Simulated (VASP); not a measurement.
Here is a VASP 6.6.1 calculation.

INCAR

```
PREC = Accurate
ENCUT = 520
EDIFF = 1E-6
ISMEAR = 0
SIGMA = 0.1
LREAL = False
LASPH = True
NELM = 150
ALGO = Normal
ISIF = 2
LWAVE = False
LCHARG = False
ISPIN = 2
MAGMOM = 0.24 0
LORBIT = 11
LMAXMIX = 4
GGA = PS
NBANDS = 20
```

KPOINTS

```
regular mesh
0
Gamma
  15 15 12
```

Contents of POSCAR:

```
YTe
1.0
    3.6579192139      0.0000000000      0.0000000000
   -1.8289596069      3.1678509642      0.0000000000
    0.0000000000      0.0000000000      3.8546840394
Y Te
1 1
Direct
    0.3333333333      0.6666666667      0.0000000000
    0.6666666667      0.3333333333      0.5000000000
```

Potentials or basis: VASP PAW PBE potentials, release 64 (Y_sv, Te).

Run with:

```bash
$ cat potpaw_PBE.64/Y_sv/POTCAR potpaw_PBE.64/Te/POTCAR > POTCAR
$ mpirun -np 1 vasp_std > vasp.out
```

(1) What does it give for the site moments?

(2) Predict the net moment.

(3) What does it give for the pressure?

Answers

(1) Y +0.37; Te +0.00 μB.

(2) 0.62 μB per cell.

(3) 25.0 GPa.

Caveat: the cell stands under pressure; the PAW data sets were made with another functional, which shifts forces and pressure a little.
